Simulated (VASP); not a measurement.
# FeO (Fm-3m) in VASP: further runs

Runs on FeO. Level: PBEsol+U. Tasks: single point.

Program: VASP 6.6.1. These are calculated values, not measurements. Logs are shortened: lines on timing, memory, paths and dates and some standing lists are left out, and cuts for length are marked.

## (1) The cell of the first run

Symmetry: Fm-3m, No. 225, cubic system. Conventional cell: a = 4.311 Å, b = 4.311 Å, c = 4.311 Å, α = 90.00°, β = 90.00°, γ = 90.00°. Fe (site symmetry m-3m) has 6 O at 2.16 Å within 2.9 Å. Within 2.9 Å of O (site symmetry m-3m) lie 6 Fe at 2.16 Å.

## (2) Single point, PBEsol+U, collinear spin, ferromagnetic start

The input, INCAR:

```
SYSTEM = FeO
ALGO = Normal ; EDIFF = 1E-6
ENCUT = 600 ; GGA = PS
GGA_COMPAT = .FALSE. ; ISIF = 2
ISMEAR = 0 ; ISPIN = 2
LASPH = .TRUE. ; LCHARG = .FALSE.
LDAU = .TRUE. ; LDAUJ = 0 0
LDAUL = 2 -1 ; LDAUPRINT = 1
LDAUTYPE = 2 ; LDAUU = 5 0
LMAXMIX = 4 ; LORBIT = 11
LREAL = .FALSE. ; LWAVE = .FALSE.
MAGMOM = 3.9 0.25 ; NBANDS = 22
NELM = 200 ; PREC = Accurate
SIGMA = 0.05
```

The input, KPOINTS:

```
k-points
0
G
  8 8 8
  0 0 0
```

The input, POSCAR:

```
FeO
1.0
    0.0000000000      2.1554001600      2.1554001600
    2.1554001600      0.0000000000      2.1554001600
    2.1554001600      2.1554001600      0.0000000000
Fe O
1 1
Direct
    0.0000000000      0.0000000000      0.0000000000
    0.5000000000      0.5000000000      0.5000000000
```

Potentials or basis: VASP PAW PBE potentials, release 64 (Fe_sv, O).

Launch:

```console
$ cat potpaw_PBE.64/Fe_sv/POTCAR potpaw_PBE.64/O/POTCAR > POTCAR
$ mpirun -np 1 vasp_std > vasp.out
```

OUTCAR:

```text
SYSTEM = FeO
   EDIFF = 1E-6
   ENCUT = 600
   GGA = PS
   ISIF = 2
   ISMEAR = 0
   ISPIN = 2
   LASPH = .TRUE.
   LORBIT = 11
   LREAL = .FALSE.
   NELM = 200
   PREC = Accurate

 ion  position               nearest neighbor table
   1  0.000  0.000  0.000-   2 2.16   2 2.16   2 2.16   2 2.16   2 2.16   2 2.16
   2  0.500  0.500  0.500-   1 2.16   1 2.16   1 2.16   1 2.16   1 2.16   1 2.16

  LATTYP: Found a face centered cubic cell.
 ALAT       =     4.3108003200

  Lattice vectors:

 A1 = (   0.0000000000,   2.1554001600,   2.1554001600)
 A2 = (   2.1554001600,   0.0000000000,   2.1554001600)
 A3 = (   2.1554001600,   2.1554001600,   0.0000000000)

Analysis of symmetry for initial positions (statically):
=====================================================================
 Subroutine PRICEL returns:
 Original cell was already a primitive cell.

 Routine SETGRP: Setting up the symmetry group for a
 face centered cubic supercell.

 Subroutine GETGRP returns: Found 48 space group operations
 (whereof 48 operations were pure point group operations)
 out of a pool of 48 trial point group operations.

The static configuration has the point symmetry O_h .

Analysis of symmetry for dynamics (positions and initial velocities):
=====================================================================
 Subroutine PRICEL returns:
 Original cell was already a primitive cell.

 Routine SETGRP: Setting up the symmetry group for a
 face centered cubic supercell.

 Subroutine GETGRP returns: Found 48 space group operations
 (whereof 48 operations were pure point group operations)
 out of a pool of 48 trial point group operations.

The dynamic configuration has the point symmetry O_h .

Analysis of structural, dynamic, and magnetic symmetry:
=====================================================================
 Subroutine PRICEL returns:
 Original cell was already a primitive cell.

 Routine SETGRP: Setting up the symmetry group for a
 face centered cubic supercell.

 Subroutine GETGRP returns: Found 48 space group operations
 (whereof 48 operations were pure point group operations)
 out of a pool of 48 trial point group operations.

The overall configuration has the point symmetry O_h .

 Subroutine INISYM returns: Found 48 space group operations
 (whereof 48 operations are pure point group operations),
 and found     1 'primitive' translations

----------------------------------------------------------------------------------------

                                     Primitive cell

  volume of cell :      20.0269

  direct lattice vectors                    reciprocal lattice vectors
     0.000000000  2.155400160  2.155400160    -0.231975486  0.231975486  0.231975486
     2.155400160  0.000000000  2.155400160     0.231975486 -0.231975486  0.231975486
     2.155400160  2.155400160  0.000000000     0.231975486  0.231975486 -0.231975486

  length of vectors
     3.048196139  3.048196139  3.048196139     0.401793328  0.401793328  0.401793328

  position of ions in fractional coordinates (direct lattice)
     0.000000000  0.000000000  0.000000000
     0.500000000  0.500000000  0.500000000

  ion indices of the primitive-cell ions
   primitive index   ion index
                 1           1
                 2           2

----------------------------------------------------------------------------------------

 KPOINTS: k-points

Automatic generation of k-mesh.
 Grid dimensions read from file:
 generate k-points for:    8    8    8

[... 62 lines left out ...]
   NELM   =    200;   NELMIN=  2; NELMDL= -5     # of ELM steps
   EDIFF  = 0.1E-05   stopping-criterion for ELM
   LREAL  =      F    real-space projection
   EDIFFG = 0.1E-04   stopping-criterion for IOM
   NSW    =      0    number of steps for IOM
   IBRION =     -1    ionic relax: 0-MD 1-quasi-New 2-CG
   NFREE  =      0    steps in history (QN), initial steepest desc. (CG)
   ISIF   =      2    stress and relaxation
   ISYM   =      2    0-nonsym 1-usesym 2-fastsym
   POTIM  = 0.5000    time-step for ionic-motion
   TEBEG  =    0.0;   TEEND  =   0.0 temperature during run
   PSTRESS=    0.0 pullay stress
   NELECT =      22.0000    total number of electrons
   NUPDOWN=      -1.0000    fix difference up-down
   EMIN   =  10.00;   EMAX   =-10.00  energy-range for DOS
   EFERMI =   0.00;   METHOD = LEGACY
   ISMEAR =     0;   SIGMA  =   0.05  broadening in eV -4-tet -1-fermi 0-gaus
   EFERMI_NEDOS =   21; number of points for ismear=-14 and -15
   IALGO  =     38    algorithm
   IMIX   =      4    mixing-type and parameters
     AMIX     =   0.40;   BMIX     =  1.00
     AMIX_MAG =   1.60;   BMIX_MAG =  1.00
  volume/ion in A,a.u.               =      10.01        67.57
  Fermi-wavevector in a.u.,A,eV,Ry     =   1.689187  3.192101 38.822236  2.853354
  Thomas-Fermi vector in A             =   2.771359
   LORBIT       =     11    0 simple, 1 ext, 2 COOP (PROOUT), +10 PAW based schemes
 LDA+U is selected, type is set to LDAUTYPE =  2
   angular momentum for each species LDAUL =     2   -1
   U (eV)           for each species LDAUU =   5.0  0.0
   J (eV)           for each species LDAUJ =   0.0  0.0
   GGA     = PS    functional components
   LHFCALC =     F    Hartree Fock is set to
   AEXX    =    0.0000 exact exchange contribution
   IVDW    =     0    specifies the selected vdW correction
   LEPSILON=     F    determine dielectric tensor
   LRPA    =     F    only Hartree local field effects (RPA)
 spin polarized calculation
 Gauss-broadening in eV      SIGMA  =   0.05
  energy-cutoff  :      600.00
  volume of cell :       20.03
 maximum number of plane-waves:       692
   NGX = 13   NGY = 13   NGZ = 13

atom =   1  type =  1  l = 2

 onsite density matrix

spin component  1

  0.9061 -0.0000 -0.0000  0.0000 -0.0000
 -0.0000  0.9061 -0.0000 -0.0000  0.0000
 -0.0000 -0.0000  0.9366  0.0000  0.0000
  0.0000 -0.0000  0.0000  0.9061  0.0000
 -0.0000  0.0000  0.0000  0.0000  0.9366

spin component  2

  0.2621  0.0000 -0.0000  0.0000  0.0000
  0.0000  0.2621  0.0000  0.0000 -0.0000
 -0.0000  0.0000  0.0678  0.0000 -0.0000
  0.0000  0.0000  0.0000  0.2621 -0.0000
  0.0000 -0.0000 -0.0000 -0.0000  0.0678

 occupancies and eigenvectors

  o =  0.0678  v =  0.0000  0.0000  0.0000  0.0000  0.0000  0.0000 -0.0000 -0.9997  0.0000 -0.0256      0.0000  0.0000  0.0000  0.0000  0.0000  0.0000  0.0000  0.0000  0.0000  0.0000
  o =  0.0678  v =  0.0000  0.0000  0.0000  0.0000  0.0000  0.0000  0.0000  0.0256  0.0000 -0.9997      0.0000  0.0000  0.0000  0.0000  0.0000  0.0000  0.0000  0.0000  0.0000  0.0000
  o =  0.2621  v =  0.0000  0.0000  0.0000  0.0000  0.0000  1.0000  0.0000  0.0000  0.0000  0.0000      0.0000  0.0000  0.0000  0.0000  0.0000  0.0000  0.0000  0.0000  0.0000  0.0000
  o =  0.2621  v =  0.0000  0.0000  0.0000  0.0000  0.0000  0.0000  0.0199 -0.0000 -0.9998  0.0000      0.0000  0.0000  0.0000  0.0000  0.0000  0.0000  0.0000  0.0000  0.0000  0.0000
  o =  0.2621  v =  0.0000  0.0000  0.0000  0.0000  0.0000  0.0000 -0.9998  0.0000 -0.0199 -0.0000      0.0000  0.0000  0.0000  0.0000  0.0000  0.0000  0.0000  0.0000  0.0000  0.0000
  o =  0.9061  v =  0.0000 -0.5536  0.0000 -0.8328  0.0000  0.0000  0.0000  0.0000  0.0000  0.0000      0.0000  0.0000  0.0000  0.0000  0.0000  0.0000  0.0000  0.0000  0.0000  0.0000
  o =  0.9061  v =  0.0000  0.8328 -0.0000 -0.5536 -0.0000  0.0000  0.0000  0.0000  0.0000  0.0000      0.0000  0.0000  0.0000  0.0000  0.0000  0.0000  0.0000  0.0000  0.0000  0.0000
  o =  0.9061  v =  1.0000  0.0000  0.0000  0.0000  0.0000  0.0000  0.0000  0.0000  0.0000  0.0000      0.0000  0.0000  0.0000  0.0000  0.0000  0.0000  0.0000  0.0000  0.0000  0.0000
  o =  0.9366  v =  0.0000 -0.0000  0.0193 -0.0000 -0.9998  0.0000  0.0000  0.0000  0.0000  0.0000      0.0000  0.0000  0.0000  0.0000  0.0000  0.0000  0.0000  0.0000  0.0000  0.0000
  o =  0.9366  v =  0.0000  0.0000  0.9998 -0.0000  0.0193  0.0000  0.0000  0.0000  0.0000  0.0000      0.0000  0.0000  0.0000  0.0000  0.0000  0.0000  0.0000  0.0000  0.0000  0.0000

 number of electron      22.0000013 magnetization       4.0040650

 Free energy of the ion-electron system (eV)
  ---------------------------------------------------
  ext. energy  EPLUGINS =         0.00000000
  ---------------------------------------------------
  free energy    TOTEN  =       -13.04005670 eV

  energy without entropy =      -13.03894238  energy(sigma->0) =      -13.03949954

 E-fermi :  10.5848     XC(G=0): -12.7714

 val. band max:       10.5484318613   @ k =  -0.3750   0.2500   0.0000
 cond. band min:      10.6458448936   @ k =   0.2500   0.1250   0.0000
 fundamental gap:      0.0974130323
 Fermi energy:        10.5848119801

 spin component 1

 k-point     1 :       0.0000    0.0000    0.0000
  band No.  band energies     occupation
      1     -80.2433      1.00000
      2     -46.3866      1.00000
      3     -46.3866      1.00000
      4     -46.3866      1.00000
      5     -10.8166      1.00000
      6       3.7729      1.00000
[... 1193 lines left out ...]
     21      36.3147      0.00000
     22      38.1701      0.00000

 [... further k-points ...]

------------------------ aborting loop because EDIFF is reached ----------------------------------------

  FORCE on cell =-STRESS in cart. coord.  units (eV):
  Direction    XX          YY          ZZ          XY          YZ          ZX
  --------------------------------------------------------------------------------------
  -------------------------------------------------------------------------------------
  Total       -1.1416377     -1.1416377     -1.1416377      0.0000000     -0.0000000     -0.0000000
  in kB      -91.3324608    -91.3324608    -91.3324608      0.0000000     -0.0000000     -0.0000000
  external PRESSURE =     -91.3324608 kB  Pullay stress =       0.0000000 kB

 VOLUME and BASIS-vectors are now :
 -----------------------------------------------------------------------------
  energy-cutoff  :      600.00
  volume of cell :       20.03
      direct lattice vectors                 reciprocal lattice vectors
     0.000000000  2.155400160  2.155400160    -0.231975486  0.231975486  0.231975486
     2.155400160  0.000000000  2.155400160     0.231975486 -0.231975486  0.231975486
     2.155400160  2.155400160  0.000000000     0.231975486  0.231975486 -0.231975486

 POSITION                                       TOTAL-FORCE (eV/Angst)
 -----------------------------------------------------------------------------------
      0.00000      0.00000      0.00000         0.000000     -0.000000     -0.000000
      2.15540      2.15540      2.15540        -0.000000      0.000000      0.000000
 -----------------------------------------------------------------------------------
    total drift:                                0.000000     -0.000000     -0.000000

  FREE ENERGIE OF THE ION-ELECTRON SYSTEM (eV)
  ---------------------------------------------------
  free  energy   TOTEN  =       -13.0400567029 eV

  energy  without entropy=      -13.0389423796  energy(sigma->0) =      -13.03949954

 total charge

# of ion       s       p       d       tot
------------------------------------------
    1        2.108   5.999   5.489  13.597
    2        1.544   3.446   0.000   4.990
--------------------------------------------------
tot          3.652   9.446   5.489  18.587

 magnetization (x)

# of ion       s       p       d       tot
------------------------------------------
    1        0.014   0.010   3.659   3.684
    2        0.024   0.184   0.000   0.208
--------------------------------------------------
tot          0.038   0.194   3.659   3.891
```

Wall time 12 s (1 thread of Intel Xeon 6975P-C (Granite Rapids), shared host); peak memory 0.16 GiB.

What came out:

| Item | Value |
| --- | --- |
| Free energy | -13.0401 eV |
| Pressure | -9.1 GPa |
| Band gap on the k mesh | zero (filled and empty bands overlap) |
| Net moment | 4.00 μB per cell |
| Site moments | Fe +3.68; O +0.21 μB |
| Valence electrons inside the program's atomic spheres | Fe 13.60; O 4.99 |

Levels at points of the mesh, in eV from the Fermi level:
Spin up:
```
           k point  band 11  band 12  band 13  band 14  band 15  band 16
(0.00, 0.00, 0.00)    -4.53    -4.53    -4.53    -0.85    14.24    15.41
(0.50, 0.00, 0.00)    -5.07    -2.21    -2.21     3.04     7.54    11.41
(0.50, 0.50, 0.00)    -5.85    -5.74    -5.74     4.18     7.85     9.09
```
Spin down:
| k point | band 6 | band 7 | band 8 | band 9 | band 10 | band 11 | band 12 | band 13 |
| --- | --- | --- | --- | --- | --- | --- | --- | --- |
| (0.00, 0.00, 0.00) | -4.12 | -4.12 | -4.12 | -0.77 | -0.77 | -0.77 | -0.22 | 1.05 |
| (0.50, 0.00, 0.00) | -8.95 | -5.71 | -5.71 | 0.51 | 0.51 | 0.58 | 3.36 | 3.49 |
| (0.50, 0.50, 0.00) | -7.88 | -5.33 | -5.33 | -2.39 | 0.89 | 0.89 | 1.70 | 2.01 |

Eigenvalues of the final occupation matrices:
```csv
site,spin,trace,eigenvalues
site 1 d,1,4.59,0.91 0.91 0.91 0.94 0.94
site 1 d,2,0.92,0.07 0.07 0.26 0.26 0.26
```

Caveat: the PAW data sets were made with another functional, which shifts forces and pressure a little; a cell with one magnetic atom can't hold antiferromagnetic order, which such compounds often take. The state reached can hang on the start; a lower one may exist.

(Continued in part 2 of 2.)
